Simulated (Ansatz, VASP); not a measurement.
Two plane-wave programs on CoSi2

The input INCAR:

```
SYSTEM = CoSi2
PREC = Accurate ; ENCUT = 520
EDIFF = 1E-6 ; ISMEAR = 0
SIGMA = 0.05 ; LREAL = .FALSE.
LASPH = .TRUE. ; NELM = 150
ALGO = Normal ; ISIF = 2
LWAVE = .FALSE. ; LCHARG = .FALSE.
ISPIN = 2 ; MAGMOM = 0 0 0
LORBIT = 11 ; LMAXMIX = 4
GGA = PE ; NBANDS = 20
```

KPOINTS

```
regular mesh
0
G
  12 12 12
  0 0 0
```

Contents of POSCAR:

```
CoSi2
1.0
    0.0000000000      2.6780000000      2.6780000000
    2.6780000000      0.0000000000      2.6780000000
    2.6780000000      2.6780000000      0.0000000000
Co Si
1 2
Direct
    0.0000000000      0.0000000000      0.0000000000
    0.2500000000      0.2500000000      0.2500000000
    0.7500000000      0.7500000000      0.7500000000
```

Input for Ansatz:

```yaml
crystal:
  lattice:
    - [0.0, 2.678, 2.678]
    - [2.678, 0.0, 2.678]
    - [2.678, 2.678, 0.0]
  atoms:
    - { symbol: Co, position: [0.0, 0.0, 0.0] }
    - { symbol: Si, position: [0.25, 0.25, 0.25] }
    - { symbol: Si, position: [0.75, 0.75, 0.75] }
magnetization:
  spin_polarized: true
basis:
  ecutwfc: 500
  fft_grid_basis: typed
kpoints:
  mp_grid: { grid: [12, 12, 12] }
hamiltonian:
  xc: pbe
  pseudopotentials: { kind: paw }
scf:
  occupations: { method: gaussian, width: 0.05 }
  n_extra_bands: 8
output:
  forces: true
  stress: false
  eigenvalues: true
  bader: false
  write_density: false
  volumetric_format: npy
  populations: true
  band_densities:
    - { e_range: [-0.25, 0.25] }
    - { e_range: [-1.2, 0.0] }
    - { e_range: [0.0, 1.2] }
    - { e_range: [-13.14, -8.75] }
    - { e_range: [-8.75, -4.37] }
  dos:
    e_range: [-30, 8]
    de: 0.02
    method: { smearing: { sigma: 0.03, scheme: gaussian } }
    projected: { site_lists: { Co: [Co], Si: [Si] } }
checkpoint:
  read: start.run
  write: ck
  compress: false
  write_wavefunctions: false
  write_every: 100000
```

Alike in both runs: task single point; functional PBE; k mesh 12 × 12 × 12; occupations gaussian, width 0.05 eV; collinear spin.

```csv
,VASP,Ansatz
version,VASP 6.6.1,Ansatz 0.2.0
potentials or method,"VASP PAW PBE potentials, release 64 (Co, Si), cutoff 520 eV","scalar-relativistic, plane waves, PAW"
valence electrons in the cell,17,25
```

```tsv
	VASP	Ansatz	Ansatz less VASP
gap on the k mesh at the Fermi level (eV)	none	none	-
net moment per atom (μB)	0.00	0.00	0.000
```

A gap of «none» marks a metal or a gap that the smearing closes. With one functional, cell and mesh, what is left measures potentials, basis and numerics. VASP's potentials hold 17 valence electrons a cell and Ansatz's 25, so a difference there can come from the potentials and not from the codes.
